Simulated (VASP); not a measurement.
Wanted: the native input for a VASP 6.6.1 run.

- Task: single point
- Functional: PBE
- Potentials or basis: VASP PAW PBE potentials, release 64 (Al, Cl)
- Cutoff: 520 eV
- k mesh: 5 × 5 × 4
- Occupations: fermi-dirac, width 0.025 eV
- Spin: no spin polarisation
- Dipole correction: no
- Further INCAR settings: ALGO = Normal; EDIFF = 1e-07; NBANDS = 14

The structure of Al2Cl lies in POSCAR:

```
Al2Cl
1.0
    3.7891741700      0.0000000000      0.0000000000
    0.0000000000      3.7891741700      0.0000000000
    0.0000000000      0.0000000000      4.7668408700
Al Cl
2 1
Direct
    0.4999800000      0.0023650000      0.3483520000
   -0.0062180000      0.4843420000      0.3410360000
   -0.0050410000     -0.0057340000      0.3904520000
```

The input as run:

INCAR

```
ALGO = Normal ; EDIFF = 1E-7
ENCUT = 520 ; GGA = PE
ISIF = 2 ; ISMEAR = -1
LASPH = True ; LCHARG = False
LREAL = False ; LWAVE = False
NBANDS = 14 ; NELM = 60
PREC = Accurate ; SIGMA = 0.025
```

KPOINTS

```
k-points
0
Gamma
  5 5 4
```

Potentials or basis: VASP PAW PBE potentials, release 64 (Al, Cl).

Command:

```sh
$ cat potpaw_PBE.64/Al/POTCAR potpaw_PBE.64/Cl/POTCAR > POTCAR
$ mpirun -np 1 vasp_std > vasp.out
```

Results of the run:

The pressure is 51.2 GPa and the largest force is 5.096 eV/Å. The band gap on the k mesh is zero (an odd number of electrons rules out a gap without spin polarisation).

Caveat: the cell stands under pressure; an odd number of electrons without spin polarisation forces a metal; a magnetic or distorted state may lie lower.

Run time: 72 s on 1 thread of Intel Xeon 8259CL, with other jobs on the host, peak memory 0.19 GiB.
